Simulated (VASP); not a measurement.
**CoO: single point with LDA+U**

The system is CoO.

```
Co O
1.0
     0.00000    2.13150    2.13150
     2.13150    0.00000    2.13150
     2.13150    2.13150    0.00000
Co O
1 1
Cartesian
  0.0000 0.0000 0.0000
  2.1315 2.1315 2.1315
```

```
Program                : VASP 6.6.1
Task                   : single point
Functional             : LDA
Potentials or basis    : VASP PAW LDA potentials, release 64 (Co_sv, O)
Cutoff                 : 700 eV
k mesh                 : 8 × 8 × 8
Occupations            : gaussian, width 0.05 eV
Spin                   : non-collinear spin, twin_end start, spin-orbit coupling
Starting moments       : [[2.85, 0.0, 0.0], [0.62, -0.0, -0.0]] μB
Hubbard terms          : Co d U = 4.0 eV
Dipole correction      : no
Further INCAR settings : ALGO = Normal; EDIFF = 1e-06; NBANDS = 35
```

The pressure is -11.9 GPa. The net moment is 2.99 μB per cell and the valence electrons inside the program's atomic spheres are Co 14.92; O 4.98.

Stress tensor (GPa, compression positive):
```
-16.47   0.00   0.00
  0.00  -9.61   0.00
  0.00   0.00  -9.61
```

Moments on the atoms (μB; x, y, z):
```
Co  2.65 0.00 0.00
O   0.23 0.00 0.00
```

Run time: 3.2 min on 1 thread of Intel(R) Xeon(R) Platinum 8488C (Sapphire Rapids) (shared host), peak memory 0.28 GiB.

Caveat: the stress differs along the axes, from -16 to -10 GPa; a cell with one magnetic atom can't hold antiferromagnetic order, which such compounds often take. The state reached can hang on the start; a lower one may exist.
